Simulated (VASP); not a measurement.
# As in VASP: further runs

As is run at these levels: PBE+D3(BJ); tasks: single point.

Program: VASP 6.6.1. These are calculated values, not measurements. Logs are shortened: lines on timing, memory, paths and dates and some standing lists are left out, and cuts for length are marked.

## 1. The cell of the first run

The cell holds a slab with vacuum, 2 atoms: a = 3.635 Å, b = 3.635 Å, c = 28.574 Å, α = 90.00°, β = 90.00°, γ = 120.00°.

## 2. Single point, PBE+D3(BJ)

INCAR

```
PREC = Accurate ; ENCUT = 520
EDIFF = 1E-7 ; ISMEAR = 0
SIGMA = 0.02 ; LREAL = False
LASPH = True ; NELM = 60
ALGO = Normal ; ISIF = 2
LWAVE = False ; LCHARG = True
LDIPOL = True ; IDIPOL = 3
DIPOL = 0.5 0.5 0.500 ; GGA = PE
IVDW = 12 ; LELF = True
LVHAR = True ; LVACPOTAV = True
NBANDS = 12
```

KPOINTS

```
regular mesh
0
Gamma
  9 9 1
```

POSCAR

```
As
1.0
    3.6350000000      0.0000000000      0.0000000000
   -1.8175000000      3.1480023428      0.0000000000
    0.0000000000      0.0000000000     28.5742413766
As
2
Direct
    0.3333333333      0.6666666667      0.4738050788
    0.6666666667      0.3333333333      0.5261949212
```

Potentials or basis: VASP PAW PBE potentials, release 64 (As).

The run is started by

```bash
> cat potpaw_PBE.64/As/POTCAR > POTCAR
> mpirun -np 1 vasp_std > vasp.out
```

OUTCAR:

```text
PREC = Accurate
   ENCUT = 520
   EDIFF = 1E-7
   ISMEAR = 0
   LREAL = False
   LASPH = True
   NELM = 60
   ISIF = 2
   GGA = PE
   IVDW = 12
 IVDW          = 12

 ion  position               nearest neighbor table
   1  0.333  0.667  0.474-   2 2.58   2 2.58   2 2.58
   2  0.667  0.333  0.526-   1 2.58   1 2.58   1 2.58

  LATTYP: Found a hexagonal cell.
 ALAT       =     3.6350000000
 C/A-ratio  =     7.8608642026

  Lattice vectors:

 A1 = (   3.6350000000,   0.0000000000,   0.0000000000)
 A2 = (  -1.8175000000,   3.1480023428,   0.0000000000)
 A3 = (   0.0000000000,   0.0000000000,  28.5742413766)

Analysis of symmetry for initial positions (statically):
=====================================================================
 Subroutine PRICEL returns:
 Original cell was already a primitive cell.

 Routine SETGRP: Setting up the symmetry group for a
 hexagonal supercell.

 Subroutine GETGRP returns: Found 12 space group operations
 (whereof 12 operations were pure point group operations)
 out of a pool of 24 trial point group operations.

The static configuration has the point symmetry D_3d.

Analysis of symmetry for dynamics (positions and initial velocities):
=====================================================================
 Subroutine PRICEL returns:
 Original cell was already a primitive cell.

 Routine SETGRP: Setting up the symmetry group for a
 hexagonal supercell.

 Subroutine GETGRP returns: Found 12 space group operations
 (whereof 12 operations were pure point group operations)
 out of a pool of 24 trial point group operations.

The dynamic configuration has the point symmetry D_3d.

 Subroutine INISYM returns: Found 12 space group operations
 (whereof 12 operations are pure point group operations),
 and found     1 'primitive' translations

----------------------------------------------------------------------------------------

                                     Primitive cell

  volume of cell :     326.9747

  direct lattice vectors                    reciprocal lattice vectors
     3.635000000  0.000000000  0.000000000     0.275103164  0.158830886  0.000000000
    -1.817500000  3.148002343  0.000000000     0.000000000  0.317661771  0.000000000
     0.000000000  0.000000000 28.574241377     0.000000000  0.000000000  0.034996555

  length of vectors
     3.635000000  3.635000000 28.574241377     0.317661771  0.317661771  0.034996555

  position of ions in fractional coordinates (direct lattice)
     0.333333333  0.666666667  0.473805079
     0.666666667  0.333333333  0.526194921

  ion indices of the primitive-cell ions
   primitive index   ion index
                 1           1
                 2           2

----------------------------------------------------------------------------------------

 KPOINTS: regular mesh

Automatic generation of k-mesh.
 Grid dimensions read from file:
 generate k-points for:    9    9    1

 Generating k-lattice:

  Cartesian coordinates                     Fractional coordinates (reciprocal lattice)
     0.030567018  0.017647876  0.000000000     0.111111111  0.000000000  0.000000000
     0.000000000  0.035295752  0.000000000     0.000000000  0.111111111  0.000000000
     0.000000000  0.000000000  0.034996555     0.000000000  0.000000000  1.000000000

  Length of vectors
     0.035295752  0.035295752  0.034996555

  Shift w.r.t. Gamma in fractional coordinates (k-lattice)
     0.000000000  0.000000000  0.000000000

 Subroutine IBZKPT returns following result:
 ===========================================

 Found     12 irreducible k-points:

 Following reciprocal coordinates:
            Coordinates               Weight
  0.000000  0.000000  0.000000      1.000000
  0.111111  0.000000  0.000000      6.000000
  0.222222 -0.000000  0.000000      6.000000
  0.333333  0.000000  0.000000      6.000000
  0.444444 -0.000000  0.000000      6.000000
  0.111111  0.111111  0.000000      6.000000
  0.222222  0.111111  0.000000     12.000000
  0.333333  0.111111  0.000000     12.000000
  0.444444  0.111111  0.000000      6.000000
  0.222222  0.222222  0.000000      6.000000
  0.333333  0.222222  0.000000     12.000000
  0.333333  0.333333  0.000000      2.000000
   k-points           NKPTS =     12   k-points in BZ     NKDIM =     12   number of bands    NBANDS=     12
   number of dos      NEDOS =    301   number of ions     NIONS =      2
   total plane-waves  NPLWV = 169344
   dimension x,y,z NGX =    28 NGY =   28 NGZ =  216
   dimension x,y,z NGXF=    56 NGYF=   56 NGZF=  432
   ions per type =               2
   NGX,Y,Z   is equivalent  to a cutoff of  12.81, 12.81, 12.57 a.u.
   NGXF,Y,Z  is equivalent  to a cutoff of  25.61, 25.61, 25.13 a.u.
 SYSTEM =  unknown system
   PREC   = accura    normal or accurate (medium, high low for compatibility)
   ISTART =      0    job   : 0-new  1-cont  2-samecut
   ICHARG =      2    charge: 1-file 2-atom 10-const
   ISPIN  =      1    spin polarized calculation?
   LNONCOLLINEAR =      F non collinear calculations
   LSORBIT =      F    spin-orbit coupling
   LASPH  =      T    aspherical Exc in radial PAW
   ENCUT  =  520.0 eV  38.22 Ry    6.18 a.u.   6.76  6.76 53.13*2*pi/ulx,y,z
   NELM   =     60;   NELMIN=  2; NELMDL= -5     # of ELM steps
   EDIFF  = 0.1E-06   stopping-criterion for ELM
   LREAL  =      F    real-space projection
   EDIFFG = 0.1E-05   stopping-criterion for IOM
   NSW    =      0    number of steps for IOM
   IBRION =     -1    ionic relax: 0-MD 1-quasi-New 2-CG
   NFREE  =      0    steps in history (QN), initial steepest desc. (CG)
   ISIF   =      2    stress and relaxation
   ISYM   =      2    0-nonsym 1-usesym 2-fastsym
   POTIM  = 0.5000    time-step for ionic-motion
   TEBEG  =    0.0;   TEEND  =   0.0 temperature during run
   PSTRESS=    0.0 pullay stress
   NELECT =      10.0000    total number of electrons
   NUPDOWN=      -1.0000    fix difference up-down
   EMIN   =  10.00;   EMAX   =-10.00  energy-range for DOS
   EFERMI =   0.00;   METHOD = LEGACY
   ISMEAR =     0;   SIGMA  =   0.02  broadening in eV -4-tet -1-fermi 0-gaus
   EFERMI_NEDOS =   21; number of points for ismear=-14 and -15
   IALGO  =     38    algorithm
   IMIX   =      4    mixing-type and parameters
     AMIX     =   0.40;   BMIX     =  1.00
     AMIX_MAG =   1.60;   BMIX_MAG =  1.00
  volume/ion in A,a.u.               =     163.49      1103.27
  Fermi-wavevector in a.u.,A,eV,Ry     =   0.511961  0.967466  3.566141  0.262104
  Thomas-Fermi vector in A             =   1.525711
   LORBIT       =      0    0 simple, 1 ext, 2 COOP (PROOUT), +10 PAW based schemes
   GGA     = PE    functional components
   LHFCALC =     F    Hartree Fock is set to
   AEXX    =    0.0000 exact exchange contribution
   IVDW    =    12    specifies the selected vdW correction
   LEPSILON=     F    determine dielectric tensor
   LRPA    =     F    only Hartree local field effects (RPA)
 non-spin polarized calculation
 Gauss-broadening in eV      SIGMA  =   0.02
  energy-cutoff  :      520.00
  volume of cell :      326.97
 maximum number of plane-waves:      8823
 NGX is ok and might be reduce to    28
   NGX = 13   NGY = 13   NGZ =107

 number of electron      10.0000000 magnetization

 number of electron       9.9999999 magnetization

 dipolmoment           0.000000      0.000000     -0.000000 electrons x Angstroem

 Free energy of the ion-electron system (eV)
  ---------------------------------------------------
  ext. energy  EPLUGINS =         0.00000000
  ---------------------------------------------------
  free energy    TOTEN  =        -9.25940472 eV

  energy without entropy =       -9.25940472  energy(sigma->0) =       -9.25940472

 E-fermi :  -3.4895     XC(G=0):  -1.8379

 val. band max:       -3.6351142260   @ k =   0.0000   0.0000   0.0000
 cond. band min:      -2.3933428177   @ k =   0.3333   0.0000   0.0000
 fundamental gap:      1.2417714084
 Fermi energy:        -3.4894945818

 k-point     1 :       0.0000    0.0000    0.0000
  band No.  band energies     occupation
      1     -16.9397      2.00000
      2     -11.3744      2.00000
      3      -4.7251      2.00000
      4      -3.6351      2.00000
      5      -3.6351      2.00000
      6      -1.9110      0.00000
      7      -0.4953      0.00000
      8      -0.4953      0.00000
      9       0.8301      0.00000
     10       0.9991      0.00000
     11       1.4039      0.00000
     12       1.6845      0.00000

 k-point     2 :       0.1111    0.0000    0.0000
  band No.  band energies     occupation
      1     -16.7829      2.00000
      2     -11.3523      2.00000
      3      -4.9371      2.00000
      4      -4.6487      2.00000
      5      -3.9643      2.00000
      6      -1.3397      0.00000
      7      -0.5089      0.00000
      8      -0.2192      0.00000
      9       1.0706      0.00000
     10       1.2019      0.00000
     11       1.5933      0.00000
     12       1.8792      0.00000

 k-point     3 :       0.2222   -0.0000    0.0000
  band No.  band energies     occupation
      1     -16.3227      2.00000
      2     -11.4059      2.00000
      3      -6.5205      2.00000
      4      -4.5860      2.00000
      5      -4.5469      2.00000
      6      -2.1146      0.00000
      7       0.1472      0.00000
      8       0.1838      0.00000
      9       1.4994      0.00000
     10       1.7750      0.00000
     11       2.1495      0.00000
     12       2.4105      0.00000
[... 106 lines left out ...]
 k-point    11 :       0.3333    0.2222    0.0000
  band No.  band energies     occupation
      1     -14.3777      2.00000
      2     -12.9083      2.00000
      3      -7.5404      2.00000
      4      -6.4541      2.00000
      5      -5.4382      2.00000
      6      -1.7961      0.00000
      7      -0.4220      0.00000
      8       0.3069      0.00000
      9       3.4763      0.00000
     10       4.0857      0.00000
     11       4.3393      0.00000
     12       4.8223      0.00000

 k-point    12 :       0.3333    0.3333    0.0000
  band No.  band energies     occupation
      1     -13.6123      2.00000
      2     -13.6123      2.00000
      3      -7.8711      2.00000
      4      -5.9505      2.00000
      5      -5.9505      2.00000
      6      -2.1881      0.00000
      7       0.1795      0.00000
      8       0.1795      0.00000
      9       3.9916      0.00000
     10       4.9324      0.00000
     11       4.9324      0.00000
     12       5.6356      0.00000

------------------------ aborting loop because EDIFF is reached ----------------------------------------

 vacuum level on the upper side and lower side of the slab       (xc-potential included)        -0.097        -0.097

 Edisp (eV)   -0.40558

 E8    (eV) :    -0.1842

  FORCE on cell =-STRESS in cart. coord.  units (eV):
  Direction    XX          YY          ZZ          XY          YZ          ZX
  --------------------------------------------------------------------------------------
  -------------------------------------------------------------------------------------
  Total      -1.26429    -1.26429    -1.93878     0.00000    -0.00000    -0.00000
  in kB      -6.19502    -6.19502    -9.50004     0.00000    -0.00000    -0.00000
  external pressure =       -7.30 kB  Pullay stress =        0.00 kB

 VOLUME and BASIS-vectors are now :
 -----------------------------------------------------------------------------
  energy-cutoff  :      520.00
  volume of cell :      326.97
      direct lattice vectors                 reciprocal lattice vectors
     3.635000000  0.000000000  0.000000000     0.275103164  0.158830886  0.000000000
    -1.817500000  3.148002343  0.000000000     0.000000000  0.317661771  0.000000000
     0.000000000  0.000000000 28.574241377     0.000000000  0.000000000  0.034996555

 POSITION                                       TOTAL-FORCE (eV/Angst)
 -----------------------------------------------------------------------------------
     -0.00000      2.09867     13.53862        -0.000000     -0.000000      1.293824
      1.81750      1.04933     15.03562         0.000000      0.000000     -1.293824
 -----------------------------------------------------------------------------------
    total drift:                                0.000000     -0.000000      0.000000

  FREE ENERGIE OF THE ION-ELECTRON SYSTEM (eV)
  ---------------------------------------------------
  free  energy   TOTEN  =        -9.6649844865 eV

  energy  without entropy=       -9.6649844865  energy(sigma->0) =       -9.66498449

 vacuum level on the upper side and lower side of the slab         1.273         1.273
```

Run time: 2.1 min. Hardware: 1 thread of Intel Xeon Platinum 8259CL at 2.50GHz (Skylake/Cascade Lake), shared host; peak memory 0.41 GiB.

Results:

```
Free energy                            : -9.6650 eV
Largest force                          : 1.294 eV/Å
Band gap on the k mesh                 : 1.24 eV, indirect (least direct gap 1.72 eV)
Dispersion energy per atom             : -0.203 eV
Ionisation potential of the upper face : 4.91 eV
```

Forces in eV/Å, atoms in the order of the input:
```
As   0.000  0.000  1.294
As   0.000  0.000 -1.294
```

Levels at points of the mesh, in eV from the valence-band top:
| k point | band 1 | band 2 | band 3 | band 4 | band 5 | band 6 | band 7 | band 8 | band 9 | band 10 |
| --- | --- | --- | --- | --- | --- | --- | --- | --- | --- | --- |
| (0.00, 0.00, 0.00) | -13.30 | -7.74 | -1.09 | 0.00 | 0.00 | 1.72 | 3.14 | 3.14 | 4.47 | 4.63 |

## 3. Single point, PBE+D3(BJ)

INCAR

```
SYSTEM = As
PREC     = Accurate       ! precision mode
ENCUT    = 520            ! plane-wave cutoff, eV
EDIFF    = 1E-6           ! SCF threshold, eV
ISMEAR   = 0              ! smearing method
SIGMA    = 0.02           ! smearing width, eV
LREAL    = .False.        ! projectors in reciprocal space
LASPH    = .True.         ! aspherical terms in the spheres
NELM     = 80             ! most SCF steps
ALGO     = Normal         ! electronic algorithm
ISIF     = 2              ! what is computed and relaxed
LWAVE    = .False.        ! write WAVECAR
LCHARG   = .False.        ! write CHGCAR
LDIPOL   = .True.       
IDIPOL   = 3            
DIPOL    = 0.5 0.5 0.500
GGA      = PE             ! functional
IVDW     = 12             ! dispersion correction
NBANDS   = 12             ! bands
```

KPOINTS

```
regular mesh
0
Gamma
  9 9 1
  0 0 0
```

POSCAR

```
As
1.0
    3.6350000000      0.0000000000      0.0000000000
   -1.8175000000      3.1480023428      0.0000000000
    0.0000000000      0.0000000000     28.5742413766
As
2
Direct
    0.3333333333      0.6666666667      0.4633236107
    0.6666666667      0.3333333333      0.5366763893
```

Potentials or basis: VASP PAW PBE potentials, release 64 (As).

The run is started by

```bash
> cat potpaw_PBE.64/As/POTCAR > POTCAR
> mpirun -np 1 vasp_std > vasp.out
```

Run time: 1.7 min. Hardware: 1 thread of Intel Xeon Platinum 8259CL at 2.50GHz (Skylake/Cascade Lake), shared host; peak memory 0.42 GiB.

It converged, with:

- Free energy: -7.8462 eV
- Largest force: 3.106 eV/Å
- Band gap on the k mesh: zero (band 5 reaches -2.05 eV, above the bottom of band 6 at -3.35 eV)
- Dispersion energy per atom: -0.203 eV

Forces on the atoms (eV/Å):
```
As   0.000  0.000  3.106
As   0.000  0.000 -3.106
```

Levels at points of the mesh, in eV from the Fermi level:
| k point | band 3 | band 4 | band 5 | band 6 | band 7 | band 8 |
| --- | --- | --- | --- | --- | --- | --- |
| (0.00, 0.00, 0.00) | -2.62 | 0.89 | 0.89 | 1.08 | 2.37 | 2.37 |

[end of part 1 of 2]
